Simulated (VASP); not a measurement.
# HfO2 (Fm-3m) in VASP: notebook

HfO2 is run at these levels: PBE; tasks: single point.

Everything below comes from runs of VASP 6.6.1. Logs are shortened: lines on timing, memory, paths and dates and some standing lists are left out, and cuts for length are marked.

## Step 1: The cell of the first run

The structure is cubic, space group Fm-3m (No. 225). Conventional cell: a = 5.115 Å, b = 5.115 Å, c = 5.115 Å, α = 90.00°, β = 90.00°, γ = 90.00°. Hf (site symmetry m-3m) has 8 O at 2.21 Å within 2.9 Å. Within 2.9 Å of O (site symmetry -43m) lie 4 Hf at 2.21 Å and 6 O at 2.56 Å.

## Step 2: Single point, PBE

File INCAR:

```
SYSTEM = HfO2
PREC = Accurate
ENCUT = 520
EDIFF = 1E-6
ISMEAR = 0
SIGMA = 0.01
LREAL = .FALSE.
LASPH = .TRUE.
NELM = 100
ALGO = Normal
ISIF = 2
LWAVE = .FALSE.
LCHARG = .TRUE.
GGA = PE
LELF = .TRUE.
LVHAR = .TRUE.
NBANDS = 18
```

File KPOINTS:

```
Automatic mesh
0
G
  6 6 6
  0 0 0
```

File POSCAR:

```
HfO2
1.0
    0.0000000000      2.5575000000      2.5575000000
    2.5575000000      0.0000000000      2.5575000000
    2.5575000000      2.5575000000      0.0000000000
Hf O
1 2
Direct
    0.0000000000      0.0000000000      0.0000000000
    0.2500000000      0.2500000000      0.2500000000
    0.7500000000      0.7500000000      0.7500000000
```

Potentials or basis: VASP PAW PBE potentials, release 64 (Hf_pv, O).

Command:

```sh
> cat potpaw_PBE.64/Hf_pv/POTCAR potpaw_PBE.64/O/POTCAR > POTCAR
> mpirun -np 1 vasp_std > vasp.out
```

OUTCAR:

```text
SYSTEM = HfO2
   PREC = Accurate
   ENCUT = 520
   EDIFF = 1E-6
   ISMEAR = 0
   LREAL = .FALSE.
   LASPH = .TRUE.
   NELM = 100
   ISIF = 2
   GGA = PE

 ion  position               nearest neighbor table
   1  0.000  0.000  0.000-   3 2.21   3 2.21   3 2.21   2 2.21   3 2.21   2 2.21   2 2.21   2 2.21

   2  0.250  0.250  0.250-   1 2.21   1 2.21   1 2.21   1 2.21
   3  0.750  0.750  0.750-   1 2.21   1 2.21   1 2.21   1 2.21

  LATTYP: Found a face centered cubic cell.
 ALAT       =     5.1150000000

  Lattice vectors:

 A1 = (   0.0000000000,   2.5575000000,   2.5575000000)
 A2 = (   2.5575000000,   0.0000000000,   2.5575000000)
 A3 = (   2.5575000000,   2.5575000000,   0.0000000000)

Analysis of symmetry for initial positions (statically):
=====================================================================
 Subroutine PRICEL returns:
 Original cell was already a primitive cell.

 Routine SETGRP: Setting up the symmetry group for a
 face centered cubic supercell.

 Subroutine GETGRP returns: Found 48 space group operations
 (whereof 48 operations were pure point group operations)
 out of a pool of 48 trial point group operations.

The static configuration has the point symmetry O_h .

Analysis of symmetry for dynamics (positions and initial velocities):
=====================================================================
 Subroutine PRICEL returns:
 Original cell was already a primitive cell.

 Routine SETGRP: Setting up the symmetry group for a
 face centered cubic supercell.

 Subroutine GETGRP returns: Found 48 space group operations
 (whereof 48 operations were pure point group operations)
 out of a pool of 48 trial point group operations.

The dynamic configuration has the point symmetry O_h .

 Subroutine INISYM returns: Found 48 space group operations
 (whereof 48 operations are pure point group operations),
 and found     1 'primitive' translations

----------------------------------------------------------------------------------------

                                     Primitive cell

  volume of cell :      33.4562

  direct lattice vectors                    reciprocal lattice vectors
     0.000000000  2.557500000  2.557500000    -0.195503421  0.195503421  0.195503421
     2.557500000  0.000000000  2.557500000     0.195503421 -0.195503421  0.195503421
     2.557500000  2.557500000  0.000000000     0.195503421  0.195503421 -0.195503421

  length of vectors
     3.616851186  3.616851186  3.616851186     0.338621859  0.338621859  0.338621859

  position of ions in fractional coordinates (direct lattice)
     0.000000000  0.000000000  0.000000000
     0.250000000  0.250000000  0.250000000
     0.750000000  0.750000000  0.750000000

  ion indices of the primitive-cell ions
   primitive index   ion index
                 1           1
                 2           2
                 3           3

----------------------------------------------------------------------------------------

 KPOINTS: Automatic mesh

Automatic generation of k-mesh.
 Grid dimensions read from file:
 generate k-points for:    6    6    6

 Generating k-lattice:

  Cartesian coordinates                     Fractional coordinates (reciprocal lattice)
    -0.032583904  0.032583904  0.032583904     0.166666667  0.000000000  0.000000000
     0.032583904 -0.032583904  0.032583904     0.000000000  0.166666667  0.000000000
     0.032583904  0.032583904 -0.032583904     0.000000000  0.000000000  0.166666667

  Length of vectors
     0.056436976  0.056436976  0.056436976

  Shift w.r.t. Gamma in fractional coordinates (k-lattice)
     0.000000000  0.000000000  0.000000000

 Subroutine IBZKPT returns following result:
 ===========================================

 Found     16 irreducible k-points:

 Following reciprocal coordinates:
            Coordinates               Weight
  0.000000  0.000000  0.000000      1.000000
  0.166667  0.000000  0.000000      8.000000
  0.333333  0.000000  0.000000      8.000000
  0.500000  0.000000  0.000000      4.000000
  0.166667  0.166667  0.000000      6.000000
  0.333333  0.166667  0.000000     24.000000
[... 8 lines left out ...]
 -0.333333  0.333333  0.166667     24.000000
 -0.333333  0.500000  0.166667     12.000000
   k-points           NKPTS =     16   k-points in BZ     NKDIM =     16   number of bands    NBANDS=     18
   number of dos      NEDOS =    301   number of ions     NIONS =      3
   total plane-waves  NPLWV =  21952
   dimension x,y,z NGX =    28 NGY =   28 NGZ =   28
   dimension x,y,z NGXF=    56 NGYF=   56 NGZF=   56
   ions per type =               1   2
   NGX,Y,Z   is equivalent  to a cutoff of  12.87, 12.87, 12.87 a.u.
   NGXF,Y,Z  is equivalent  to a cutoff of  25.74, 25.74, 25.74 a.u.
 SYSTEM =  HfO2
   PREC   = accura    normal or accurate (medium, high low for compatibility)
   ISTART =      0    job   : 0-new  1-cont  2-samecut
   ICHARG =      2    charge: 1-file 2-atom 10-const
   ISPIN  =      1    spin polarized calculation?
   LNONCOLLINEAR =      F non collinear calculations
   LSORBIT =      F    spin-orbit coupling
   LASPH  =      T    aspherical Exc in radial PAW
   ENCUT  =  520.0 eV  38.22 Ry    6.18 a.u.   6.72  6.72  6.72*2*pi/ulx,y,z
   NELM   =    100;   NELMIN=  2; NELMDL= -5     # of ELM steps
   EDIFF  = 0.1E-05   stopping-criterion for ELM
   LREAL  =      F    real-space projection
   EDIFFG = 0.1E-04   stopping-criterion for IOM
   NSW    =      0    number of steps for IOM
   IBRION =     -1    ionic relax: 0-MD 1-quasi-New 2-CG
   NFREE  =      0    steps in history (QN), initial steepest desc. (CG)
   ISIF   =      2    stress and relaxation
   ISYM   =      2    0-nonsym 1-usesym 2-fastsym
   POTIM  = 0.5000    time-step for ionic-motion
   TEBEG  =    0.0;   TEEND  =   0.0 temperature during run
   PSTRESS=    0.0 pullay stress
   NELECT =      22.0000    total number of electrons
   NUPDOWN=      -1.0000    fix difference up-down
   EMIN   =  10.00;   EMAX   =-10.00  energy-range for DOS
   EFERMI =   0.00;   METHOD = LEGACY
   ISMEAR =     0;   SIGMA  =   0.01  broadening in eV -4-tet -1-fermi 0-gaus
   EFERMI_NEDOS =   21; number of points for ismear=-14 and -15
   IALGO  =     38    algorithm
   IMIX   =      4    mixing-type and parameters
     AMIX     =   0.40;   BMIX     =  1.00
     AMIX_MAG =   1.60;   BMIX_MAG =  1.00
  volume/ion in A,a.u.               =      11.15        75.26
  Fermi-wavevector in a.u.,A,eV,Ry     =   1.423607  2.690227 27.574337  2.026657
  Thomas-Fermi vector in A             =   2.544186
   LORBIT       =      0    0 simple, 1 ext, 2 COOP (PROOUT), +10 PAW based schemes
   GGA     = PE    functional components
   LHFCALC =     F    Hartree Fock is set to
   AEXX    =    0.0000 exact exchange contribution
   IVDW    =     0    specifies the selected vdW correction
   LEPSILON=     F    determine dielectric tensor
   LRPA    =     F    only Hartree local field effects (RPA)
 non-spin polarized calculation
 Gauss-broadening in eV      SIGMA  =   0.01
  energy-cutoff  :      520.00
  volume of cell :       33.46
 maximum number of plane-waves:       934
   NGX = 13   NGY = 13   NGZ = 13

 number of electron      21.9999993 magnetization

 Free energy of the ion-electron system (eV)
  ---------------------------------------------------
  ext. energy  EPLUGINS =         0.00000000
  ---------------------------------------------------
  free energy    TOTEN  =       -30.23360504 eV

  energy without entropy =      -30.23360504  energy(sigma->0) =      -30.23360504

 E-fermi :   4.1178     XC(G=0): -11.6974

 val. band max:        4.0545454007   @ k =   0.5000   0.5000   0.0000
 cond. band min:       7.7839111625   @ k =   0.5000   0.5000   0.0000
 fundamental gap:      3.7293657618
 Fermi energy:         4.1177725493

 k-point     1 :       0.0000    0.0000    0.0000
  band No.  band energies     occupation
      1     -25.7562      2.00000
      2     -25.7562      2.00000
      3     -25.7562      2.00000
      4     -14.5140      2.00000
      5     -11.6119      2.00000
      6      -1.1273      2.00000
[... 10 lines left out ...]
     17      14.1454      0.00000
     18      17.3890      0.00000

 k-point     2 :       0.1667    0.0000    0.0000
  band No.  band energies     occupation
      1     -25.8563      2.00000
      2     -25.7674      2.00000
      3     -25.7674      2.00000
      4     -14.1816      2.00000
      5     -11.8755      2.00000
      6      -0.8774      2.00000
[... 10 lines left out ...]
     17      13.7423      0.00000
     18      17.1334      0.00000

 k-point     3 :       0.3333    0.0000    0.0000
  band No.  band energies     occupation
      1     -26.0464      2.00000
      2     -25.7895      2.00000
      3     -25.7895      2.00000
      4     -13.5485      2.00000
      5     -12.2645      2.00000
      6      -0.3630      2.00000
[... 10 lines left out ...]
     17      13.3973      0.00000
     18      15.9353      0.00000

 k-point     4 :       0.5000    0.0000    0.0000
  band No.  band energies     occupation
      1     -26.1370      2.00000
      2     -25.8004      2.00000
      3     -25.8004      2.00000
      4     -13.3195      2.00000
      5     -12.3207      2.00000
      6      -0.1158      2.00000
[... 10 lines left out ...]
     17      13.1515      0.00000
     18      16.2161      0.00000

 k-point     5 :       0.1667    0.1667    0.0000
  band No.  band energies     occupation
      1     -25.8641      2.00000
      2     -25.7837      2.00000
      3     -25.7837      2.00000
      4     -14.0601      2.00000
      5     -11.9651      2.00000
      6      -0.8408      2.00000
[... 10 lines left out ...]
     17      13.5585      0.00000
     18      17.1372      0.00000

 k-point     6 :       0.3333    0.1667    0.0000
  band No.  band energies     occupation
      1     -26.0018      2.00000
      2     -25.8173      2.00000
      3     -25.8084      2.00000
      4     -13.4848      2.00000
      5     -12.3231      2.00000
      6      -0.4620      2.00000
[... 10 lines left out ...]
     17      13.5612      0.00000
     18      16.8184      0.00000

 k-point     7 :       0.5000    0.1667    0.0000
  band No.  band energies     occupation
      1     -26.1001      2.00000
      2     -25.8626      2.00000
      3     -25.8168      2.00000
      4     -13.1229      2.00000
      5     -12.4387      2.00000
      6      -0.5573      2.00000
[... 10 lines left out ...]
     17      14.3296      0.00000
     18      16.5092      0.00000

 k-point     8 :      -0.3333    0.1667    0.0000
  band No.  band energies     occupation
      1     -26.0687      2.00000
      2     -25.8730      2.00000
      3     -25.8006      2.00000
      4     -13.1981      2.00000
      5     -12.4305      2.00000
      6      -0.6420      2.00000
[... 10 lines left out ...]
     17      14.3812      0.00000
     18      16.4157      0.00000

 k-point     9 :      -0.1667    0.1667    0.0000
  band No.  band energies     occupation
      1     -25.9508      2.00000
      2     -25.8233      2.00000
      3     -25.7759      2.00000
      4     -13.7258      2.00000
      5     -12.1809      2.00000
      6      -0.7822      2.00000
[... 10 lines left out ...]
     17      13.5347      0.00000
     18      16.8667      0.00000

 k-point    10 :       0.3333    0.3333    0.0000
  band No.  band energies     occupation
      1     -26.0650      2.00000
      2     -25.8382      2.00000
      3     -25.8382      2.00000
      4     -13.0628      2.00000
      5     -12.5642      2.00000
      6      -1.1235      2.00000
[... 10 lines left out ...]
     17      13.4518      0.00000
     18      17.3348      0.00000

 k-point    11 :       0.5000    0.3333    0.0000
  band No.  band energies     occupation
      1     -26.1074      2.00000
      2     -25.8987      2.00000
      3     -25.8492      2.00000
      4     -12.7724      2.00000
      5     -12.6293      2.00000
      6      -1.6751      2.00000
[... 10 lines left out ...]
     17      15.5777      0.00000
     18      17.3333      0.00000

 k-point    12 :      -0.3333    0.3333    0.0000
  band No.  band energies     occupation
      1     -26.0264      2.00000
      2     -26.0013      2.00000
      3     -25.8305      2.00000
      4     -12.8285      2.00000
      5     -12.5705      2.00000
      6      -1.2198      2.00000
[... 10 lines left out ...]
     17      15.8627      0.00000
     18      17.1492      0.00000

 k-point    13 :       0.5000    0.5000    0.0000
  band No.  band energies     occupation
      1     -26.1589      2.00000
      2     -25.8653      2.00000
      3     -25.8653      2.00000
      4     -12.8256      2.00000
      5     -12.4941      2.00000
      6      -2.2437      2.00000
[... 10 lines left out ...]
     17      16.9616      0.00000
     18      17.2916      0.00000

 k-point    14 :       0.5000    0.3333    0.1667
  band No.  band energies     occupation
      1     -26.0534      2.00000
      2     -25.9018      2.00000
      3     -25.8263      2.00000
      4     -12.9894      2.00000
      5     -12.5655      2.00000
      6      -0.7841      2.00000
[... 10 lines left out ...]
     17      14.7454      0.00000
     18      17.1477      0.00000

 k-point    15 :      -0.3333    0.3333    0.1667
  band No.  band energies     occupation
      1     -26.0536      2.00000
      2     -25.9624      2.00000
      3     -25.8422      2.00000
      4     -12.8256      2.00000
      5     -12.5736      2.00000
      6      -0.7758      2.00000
[... 10 lines left out ...]
     17      15.6967      0.00000
     18      17.0709      0.00000

 k-point    16 :      -0.3333    0.5000    0.1667
  band No.  band energies     occupation
      1     -26.0874      2.00000
      2     -25.9407      2.00000
      3     -25.8666      2.00000
      4     -12.7392      2.00000
      5     -12.5738      2.00000
      6      -1.6616      2.00000
[... 10 lines left out ...]
     17      16.9357      0.00000
     18      17.3374      0.00000

------------------------ aborting loop because EDIFF is reached ----------------------------------------

  FORCE on cell =-STRESS in cart. coord.  units (eV):
  Direction    XX          YY          ZZ          XY          YZ          ZX
  --------------------------------------------------------------------------------------
  -------------------------------------------------------------------------------------
  Total       -1.2510018     -1.2510018     -1.2510018     -0.0000000     -0.0000000      0.0000000
  in kB      -59.9089343    -59.9089343    -59.9089343     -0.0000000     -0.0000000      0.0000000
  external PRESSURE =     -59.9089343 kB  Pullay stress =       0.0000000 kB

 VOLUME and BASIS-vectors are now :
 -----------------------------------------------------------------------------
  energy-cutoff  :      520.00
  volume of cell :       33.46
      direct lattice vectors                 reciprocal lattice vectors
     0.000000000  2.557500000  2.557500000    -0.195503421  0.195503421  0.195503421
     2.557500000  0.000000000  2.557500000     0.195503421 -0.195503421  0.195503421
     2.557500000  2.557500000  0.000000000     0.195503421  0.195503421 -0.195503421

 POSITION                                       TOTAL-FORCE (eV/Angst)
 -----------------------------------------------------------------------------------
      0.00000      0.00000      0.00000        -0.000000     -0.000000     -0.000000
      1.27875      1.27875      1.27875         0.000000     -0.000000      0.000000
      3.83625      3.83625      3.83625        -0.000000      0.000000     -0.000000
 -----------------------------------------------------------------------------------
    total drift:                                0.000000      0.000000      0.000000

  FREE ENERGIE OF THE ION-ELECTRON SYSTEM (eV)
  ---------------------------------------------------
  free  energy   TOTEN  =       -30.2336050446 eV

  energy  without entropy=      -30.2336050446  energy(sigma->0) =      -30.23360504
```

It took 8.9 s on 1 thread of AMD EPYC 9R14 (Zen 4), shared host; peak memory 0.13 GiB.

Results:

* Free energy: -30.2336 eV
* Pressure: -6.0 GPa
* Band gap on the k mesh: 3.73 eV, direct

Levels at points of the mesh, in eV from the valence-band top:
| k point | band 9 | band 10 | band 11 | band 12 | band 13 | band 14 |
| --- | --- | --- | --- | --- | --- | --- |
| (0.00, 0.00, 0.00) | -0.59 | -0.59 | -0.59 | 3.82 | 3.82 | 5.62 |
| (0.50, 0.00, 0.00) | -2.67 | -1.80 | -1.80 | 4.51 | 4.51 | 6.74 |
| (0.50, 0.50, 0.00) | -1.48 | -1.48 | 0.00 | 3.73 | 5.36 | 6.39 |

Caveat: spin-orbit coupling is left out, which moves the levels of the heavy elements. PBE gaps usually lie below the measured ones, often by a third to a half.

(Part 1 of 2 ends here.)
